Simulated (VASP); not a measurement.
# AlH6 in VASP: a series of runs

Runs on AlH6. Level: PBE. Tasks: single point, relaxation of cell and atoms.

All numbers are computed with VASP 6.6.1; they aren't measurements. Logs are shortened: lines on timing, memory, paths and dates and some standing lists are left out, and cuts for length are marked.

## 1. The cell of the first run

The typed cell holds 7 atoms: a = 3.845 Å, b = 3.845 Å, c = 3.718 Å, α = 90.00°, β = 90.00°, γ = 120.00°.

## 2. Single point, PBE

Contents of INCAR:

```
SYSTEM = AlH6
PREC = Accurate ; ENCUT = 520
EDIFF = 1E-7 ; ISMEAR = 0
SIGMA = 0.1 ; LREAL = .FALSE.
LASPH = .TRUE. ; NELM = 80
ALGO = Normal ; ISIF = 2
LWAVE = .FALSE. ; LCHARG = .FALSE.
GGA = PE ; NBANDS = 14
```

Contents of KPOINTS:

```
regular mesh
0
G
  6 6 4
  0 0 0
```

Contents of POSCAR:

```
AlH6
1.0
    3.8450937877      0.0000000028      0.0000000000
   -1.9225468962      3.3299488987      0.0000000000
    0.0000000000      0.0000000000      3.7175455094
Al H
1 6
Direct
    0.0000000000      0.0000000000      0.4093634093
    0.5111437625      0.4888562375      0.4093612781
    0.5111437625      1.0222875250      0.4093612781
   -0.0222875250      0.4888562375      0.4093612781
    0.0000000000      0.0000000000      0.9093273152
    0.3333333333      0.6666666667      0.8082995448
    0.3333333333      0.6666666667      0.0102440964
```

Potentials or basis: VASP PAW PBE potentials, release 64 (Al, H).

On the command line:

```
cat potpaw_PBE.64/Al/POTCAR potpaw_PBE.64/H/POTCAR > POTCAR
mpirun -np 1 vasp_std > vasp.out
```

OUTCAR:

```text
SYSTEM = AlH6
   PREC = Accurate
   ENCUT = 520
   EDIFF = 1E-7
   ISMEAR = 0
   LREAL = .FALSE.
   LASPH = .TRUE.
   NELM = 80
   ISIF = 2
   GGA = PE

 ion  position               nearest neighbor table
   1  0.000  0.000  0.409-   5 1.86   5 1.86   4 1.92   4 1.92   3 1.92   3 1.92   2 1.92   2 1.92

   2  0.511  0.489  0.409-   1 1.92   1 1.92
   3  0.511  0.022  0.409-   1 1.92   1 1.92
   4  0.978  0.489  0.409-   1 1.92   1 1.92
   5  0.000  0.000  0.909-   1 1.86   1 1.86
   6  0.333  0.667  0.808-   7 0.75
   7  0.333  0.667  0.010-   6 0.75

  LATTYP: Found a hexagonal cell.
 ALAT       =     3.8450937877
 C/A-ratio  =     0.9668283050

  Lattice vectors:

 A1 = (   3.8450937877,   0.0000000028,   0.0000000000)
 A2 = (  -1.9225468962,   3.3299488987,   0.0000000000)
 A3 = (   0.0000000000,   0.0000000000,   3.7175455094)

Analysis of symmetry for initial positions (statically):
=====================================================================
 Subroutine PRICEL returns:
 Original cell was already a primitive cell.

 Routine SETGRP: Setting up the symmetry group for a
 hexagonal supercell.

 Subroutine GETGRP returns: Found  6 space group operations
 (whereof  6 operations were pure point group operations)
 out of a pool of 24 trial point group operations.

The static configuration has the point symmetry C_3v.

Analysis of symmetry for dynamics (positions and initial velocities):
=====================================================================
 Subroutine PRICEL returns:
 Original cell was already a primitive cell.

 Routine SETGRP: Setting up the symmetry group for a
 hexagonal supercell.

 Subroutine GETGRP returns: Found  6 space group operations
 (whereof  6 operations were pure point group operations)
 out of a pool of 24 trial point group operations.

The dynamic configuration has the point symmetry C_3v.

 Subroutine INISYM returns: Found  6 space group operations
 (whereof  6 operations are pure point group operations),
 and found     1 'primitive' translations

----------------------------------------------------------------------------------------

                                     Primitive cell

  volume of cell :      47.5993

  direct lattice vectors                    reciprocal lattice vectors
     3.845093788  0.000000003  0.000000000     0.260071680  0.150152454  0.000000000
    -1.922546896  3.329948899  0.000000000    -0.000000000  0.300304909  0.000000000
     0.000000000  0.000000000  3.717545509     0.000000000  0.000000000  0.268994689

  length of vectors
     3.845093788  3.845093788  3.717545509     0.300304909  0.300304909  0.268994689

  position of ions in fractional coordinates (direct lattice)
     0.000000000  0.000000000  0.409363409
     0.511143762  0.488856238  0.409361278
     0.511143762  0.022287525  0.409361278
     0.977712475  0.488856238  0.409361278
     0.000000000  0.000000000  0.909327315
     0.333333333  0.666666667  0.808299545
     0.333333333  0.666666667  0.010244096

  ion indices of the primitive-cell ions
   primitive index   ion index
                 1           1
                 2           2
                 3           3
                 4           4
                 5           5
                 6           6
                 7           7

----------------------------------------------------------------------------------------

 KPOINTS: regular mesh

Automatic generation of k-mesh.
 Grid dimensions read from file:
 generate k-points for:    6    6    4

 Generating k-lattice:

  Cartesian coordinates                     Fractional coordinates (reciprocal lattice)
     0.043345280  0.025025409  0.000000000     0.166666667  0.000000000  0.000000000
    -0.000000000  0.050050818  0.000000000     0.000000000  0.166666667  0.000000000
     0.000000000  0.000000000  0.067248672     0.000000000  0.000000000  0.250000000

  Length of vectors
     0.050050818  0.050050818  0.067248672

  Shift w.r.t. Gamma in fractional coordinates (k-lattice)
     0.000000000  0.000000000  0.000000000

 Subroutine IBZKPT returns following result:
 ===========================================

 Found     24 irreducible k-points:

 Following reciprocal coordinates:
            Coordinates               Weight
  0.000000  0.000000  0.000000      1.000000
  0.166667 -0.000000  0.000000      6.000000
  0.333333  0.000000  0.000000      6.000000
  0.500000  0.000000  0.000000      3.000000
  0.166667  0.166667  0.000000      6.000000
  0.333333  0.166667  0.000000     12.000000
[... 16 lines left out ...]
  0.333333  0.166667  0.500000     12.000000
  0.333333  0.333333  0.500000      2.000000
   k-points           NKPTS =     24   k-points in BZ     NKDIM =     24   number of bands    NBANDS=     14
   number of dos      NEDOS =    301   number of ions     NIONS =      7
   total plane-waves  NPLWV =  25200
   dimension x,y,z NGX =    30 NGY =   30 NGZ =   28
   dimension x,y,z NGXF=    60 NGYF=   60 NGZF=   56
   ions per type =               1   6
   NGX,Y,Z   is equivalent  to a cutoff of  12.97, 12.97, 12.52 a.u.
   NGXF,Y,Z  is equivalent  to a cutoff of  25.94, 25.94, 25.04 a.u.
 SYSTEM =  AlH6
   PREC   = accura    normal or accurate (medium, high low for compatibility)
   ISTART =      0    job   : 0-new  1-cont  2-samecut
   ICHARG =      2    charge: 1-file 2-atom 10-const
   ISPIN  =      1    spin polarized calculation?
   LNONCOLLINEAR =      F non collinear calculations
   LSORBIT =      F    spin-orbit coupling
   LASPH  =      T    aspherical Exc in radial PAW
   ENCUT  =  520.0 eV  38.22 Ry    6.18 a.u.   7.15  7.15  6.91*2*pi/ulx,y,z
   NELM   =     80;   NELMIN=  2; NELMDL= -5     # of ELM steps
   EDIFF  = 0.1E-06   stopping-criterion for ELM
   LREAL  =      F    real-space projection
   EDIFFG = 0.1E-05   stopping-criterion for IOM
   NSW    =      0    number of steps for IOM
   IBRION =     -1    ionic relax: 0-MD 1-quasi-New 2-CG
   NFREE  =      0    steps in history (QN), initial steepest desc. (CG)
   ISIF   =      2    stress and relaxation
   ISYM   =      2    0-nonsym 1-usesym 2-fastsym
   POTIM  = 0.5000    time-step for ionic-motion
   TEBEG  =    0.0;   TEEND  =   0.0 temperature during run
   PSTRESS=    0.0 pullay stress
   NELECT =       9.0000    total number of electrons
   NUPDOWN=      -1.0000    fix difference up-down
   EMIN   =  10.00;   EMAX   =-10.00  energy-range for DOS
   EFERMI =   0.00;   METHOD = LEGACY
   ISMEAR =     0;   SIGMA  =   0.10  broadening in eV -4-tet -1-fermi 0-gaus
   EFERMI_NEDOS =   21; number of points for ismear=-14 and -15
   IALGO  =     38    algorithm
   IMIX   =      4    mixing-type and parameters
     AMIX     =   0.40;   BMIX     =  1.00
     AMIX_MAG =   1.60;   BMIX_MAG =  1.00
  volume/ion in A,a.u.               =       6.80        45.89
  Fermi-wavevector in a.u.,A,eV,Ry     =   0.939627  1.775637 12.012564  0.882899
  Thomas-Fermi vector in A             =   2.066958
   LORBIT       =      0    0 simple, 1 ext, 2 COOP (PROOUT), +10 PAW based schemes
   GGA     = PE    functional components
   LHFCALC =     F    Hartree Fock is set to
   AEXX    =    0.0000 exact exchange contribution
   IVDW    =     0    specifies the selected vdW correction
   LEPSILON=     F    determine dielectric tensor
   LRPA    =     F    only Hartree local field effects (RPA)
 non-spin polarized calculation
 Gauss-broadening in eV      SIGMA  =   0.10
  energy-cutoff  :      520.00
  volume of cell :       47.60
 maximum number of plane-waves:      1311
 NGX is ok and might be reduce to    30
   NGX = 15   NGY = 15   NGZ = 13

 number of electron       9.0000000 magnetization

 Free energy of the ion-electron system (eV)
  ---------------------------------------------------
  ext. energy  EPLUGINS =         0.00000000
  ---------------------------------------------------
  free energy    TOTEN  =       -20.72931999 eV

  energy without entropy =      -20.72368434  energy(sigma->0) =      -20.72650216

 E-fermi :   0.9281     XC(G=0):  -8.8430

 val. band max:        0.7832937440   @ k =   0.1667  -0.0000   0.2500
 cond. band min:       0.9360996294   @ k =   0.3333   0.0000   0.5000
 fundamental gap:      0.1528058855
 Fermi energy:         0.9280891652

 k-point     1 :       0.0000    0.0000    0.0000
  band No.  band energies     occupation
      1      -9.2190      2.00000
      2      -2.3444      2.00000
      3      -0.3185      2.00000
      4       1.8030      0.00000
      5       1.8030      0.00000
      6       3.8161      0.00000
      7       5.4091      0.00000
      8       5.4091      0.00000
      9       9.7821      0.00000
     10      13.1801      0.00000
     11      13.5350      0.00000
     12      15.9478      0.00000
     13      15.9478      0.00000
     14      16.6114      0.00000

 k-point     2 :       0.1667   -0.0000    0.0000
  band No.  band energies     occupation
      1      -8.8868      2.00000
      2      -2.5501      2.00000
      3      -1.0130      2.00000
      4       1.0461      0.09525
      5       1.2272      0.00002
      6       4.1382      0.00000
      7       6.3385      0.00000
      8       6.5993      0.00000
      9      11.0692      0.00000
     10      11.6496      0.00000
     11      12.9809      0.00000
     12      15.0795      0.00000
     13      15.2329      0.00000
     14      15.5355      0.00000
[... 343 lines left out ...]
      1      -5.1515      2.00000
      2      -4.7608      2.00000
      3      -3.0022      2.00000
      4      -2.1031      2.00000
      5      -0.7926      2.00000
      6       5.3899      0.00000
      7       5.7844      0.00000
      8      10.1119      0.00000
      9      10.1912      0.00000
     10      13.5084      0.00000
     11      13.5256      0.00000
     12      14.8898      0.00000
     13      16.6805      0.00000
     14      17.0975      0.00000

 k-point    24 :       0.3333    0.3333    0.5000
  band No.  band energies     occupation
      1      -4.4885      2.00000
      2      -3.9465      2.00000
      3      -3.6062      2.00000
      4      -2.4097      2.00000
      5      -2.2620      2.00000
      6       5.0807      0.00000
      7       6.8734      0.00000
      8      10.8207      0.00000
      9      11.3226      0.00000
     10      11.4695      0.00000
     11      13.5965      0.00000
     12      15.1347      0.00000
     13      16.9413      0.00000
     14      18.0829      0.00000

------------------------ aborting loop because EDIFF is reached ----------------------------------------

  FORCE on cell =-STRESS in cart. coord.  units (eV):
  Direction    XX          YY          ZZ          XY          YZ          ZX
  --------------------------------------------------------------------------------------
  -------------------------------------------------------------------------------------
  Total       -0.0918298     -0.0918298     -0.1098449     -0.0000000     -0.0000000     -0.0000000
  in kB       -3.0909590     -3.0909590     -3.6973425     -0.0000000     -0.0000000     -0.0000000
  external PRESSURE =      -3.2930868 kB  Pullay stress =       0.0000000 kB

 VOLUME and BASIS-vectors are now :
 -----------------------------------------------------------------------------
  energy-cutoff  :      520.00
  volume of cell :       47.60
      direct lattice vectors                 reciprocal lattice vectors
     3.845093788  0.000000003  0.000000000     0.260071680  0.150152454  0.000000000
    -1.922546896  3.329948899  0.000000000    -0.000000000  0.300304909  0.000000000
     0.000000000  0.000000000  3.717545509     0.000000000  0.000000000  0.268994689

 POSITION                                       TOTAL-FORCE (eV/Angst)
 -----------------------------------------------------------------------------------
      0.00000      0.00000      1.52183        -0.000000      0.000000     -0.000467
      1.02555      1.62787      1.52182         0.001407     -0.000812     -0.000419
      1.92255      0.07422      1.52182        -0.000000      0.001624     -0.000419
      2.81955      1.62787      1.52182        -0.001407     -0.000812     -0.000419
      0.00000      0.00000      3.38047        -0.000000      0.000000      0.000565
     -0.00000      2.21997      3.00489        -0.000000     -0.000000      0.005212
     -0.00000      2.21997      0.03808        -0.000000      0.000000     -0.004054
 -----------------------------------------------------------------------------------
    total drift:                                0.000000     -0.000000     -0.000024

  FREE ENERGIE OF THE ION-ELECTRON SYSTEM (eV)
  ---------------------------------------------------
  free  energy   TOTEN  =       -20.7293199851 eV

  energy  without entropy=      -20.7236843426  energy(sigma->0) =      -20.72650216
```

Run time: 14 s. Hardware: 1 thread of Intel Xeon Platinum 8488C (Sapphire Rapids), shared host; peak memory 0.16 GiB.

What came out:

| Quantity | Value |
| --- | --- |
| Free energy | -20.7293 eV |
| Pressure | -0.3 GPa |
| Largest force | 0.005 eV/Å |

Forces in eV/Å, atoms in the order of the input:
```
Al   0.000  0.000  0.000
H    0.001 -0.001  0.000
H    0.000  0.002  0.000
H   -0.001 -0.001  0.000
H    0.000  0.000  0.001
H    0.000  0.000  0.005
H    0.000  0.000 -0.004
```

Levels at points of the mesh, in eV from the Fermi level:
| k point | band 1 | band 2 | band 3 | band 4 | band 5 | band 6 | band 7 | band 8 | band 9 |
| --- | --- | --- | --- | --- | --- | --- | --- | --- | --- |
| (0.00, 0.00, 0.00) | -10.15 | -3.27 | -1.25 | 0.87 | 0.87 | 2.89 | 4.48 | 4.48 | 8.85 |
| (0.50, 0.00, 0.00) | -7.78 | -6.44 | -2.66 | -0.72 | -0.38 | 5.10 | 6.10 | 6.83 | 9.89 |
| (0.00, 0.00, 0.50) | -8.46 | -6.93 | -1.06 | 1.16 | 1.16 | 5.44 | 5.44 | 6.36 | 8.05 |
| (0.50, 0.00, 0.50) | -5.73 | -5.67 | -4.85 | -3.10 | -0.25 | 2.63 | 5.68 | 7.61 | 11.30 |

Caveat: the k points lie up to 0.42 Å⁻¹ apart.

(Part 1 of 2 ends here.)
